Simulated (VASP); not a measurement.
Input of a VASP 6.6.1 run:

INCAR

```
PREC = Accurate ; ENCUT = 520
EDIFF = 1E-7 ; ISMEAR = 0
SIGMA = 0.1 ; LREAL = False
LASPH = True ; NELM = 80
ALGO = Fast ; ISIF = 2
LWAVE = False ; LCHARG = False
GGA = PS ; NBANDS = 22
```

File KPOINTS:

```
Automatic mesh
0
Gamma
  15 15 15
```

POSCAR

```
LaPd2
1.0
   -2.0038740000      2.0038740000      4.4717310000
    2.0038740000     -2.0038740000      4.4717310000
    2.0038740000      2.0038740000     -4.4717310000
La Pd
1 2
Direct
    0.0000000000      0.0000000000      0.0000000000
    0.2500000000      0.7500000000      0.5000000000
    0.7500000000      0.2500000000      0.5000000000
```

Potentials or basis: VASP PAW PBE potentials, release 64 (La, Pd).

The run is started by

```console
$ cat potpaw_PBE.64/La/POTCAR potpaw_PBE.64/Pd/POTCAR > POTCAR
$ mpirun -np 1 vasp_std > vasp.out
```

What does it give for the band gap on the k mesh?

Zero (an odd number of electrons rules out a gap without spin polarisation).

Estimate the pressure.

-5.0 GPa.

Stress tensor (GPa, compression positive):
```
-4.95  0.00  0.00
 0.00 -4.95  0.00
 0.00  0.00 -5.14
```

Caveat: the cell stands under tension; the PAW data sets were made with another functional, which shifts forces and pressure a little; spin-orbit coupling is left out, which moves the levels of the heavy elements.
